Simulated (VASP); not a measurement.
Input of a VASP 6.6.1 run:

File INCAR:

```
ALGO     = Normal         # electronic algorithm
EDIFF    = 1E-6           # SCF threshold, eV
ENCUT    = 520            # plane-wave cutoff, eV
GGA      = PE             # functional
ISIF     = 2              # what is computed and relaxed
ISMEAR   = 0              # smearing method
ISPIN    = 2              # spin polarisation
LASPH    = T              # aspherical terms in the spheres
LCHARG   = F              # write CHGCAR
LMAXMIX  = 4              # l up to which the mixer works
LORBIT   = 11             # projections on sites
LREAL    = F              # projectors in reciprocal space
LWAVE    = F              # write WAVECAR
MAGMOM   = 4.47 0         # initial moments
NBANDS   = 20             # bands
NELM     = 150            # most SCF steps
PREC     = Accurate       # precision mode
SIGMA    = 0.05           # smearing width, eV
```

Contents of KPOINTS:

```
k-points
0
Gamma
  6 6 6
```

The input POSCAR:

```
MnS
1.0
    0.0000000000      2.5425827984      2.5425827984
    2.5425827984      0.0000000000      2.5425827984
    2.5425827984      2.5425827984      0.0000000000
Mn S
1 1
Direct
    0.0000000000      0.0000000000      0.0000000000
    0.5000000000      0.5000000000      0.5000000000
```

Potentials or basis: VASP PAW PBE potentials, release 64 (Mn_pv, S).

Run with:

```sh
$ cat potpaw_PBE.64/Mn_pv/POTCAR potpaw_PBE.64/S/POTCAR > POTCAR
$ mpirun -np 1 vasp_std > vasp.out
```

Estimate the pressure.

0.0 GPa.

Estimate the site moments.

Mn +4.07; S +0.07 μB.

Predict the net moment.

4.45 μB per cell.

Caveat: a cell with one magnetic atom can't hold antiferromagnetic order, which such compounds often take.
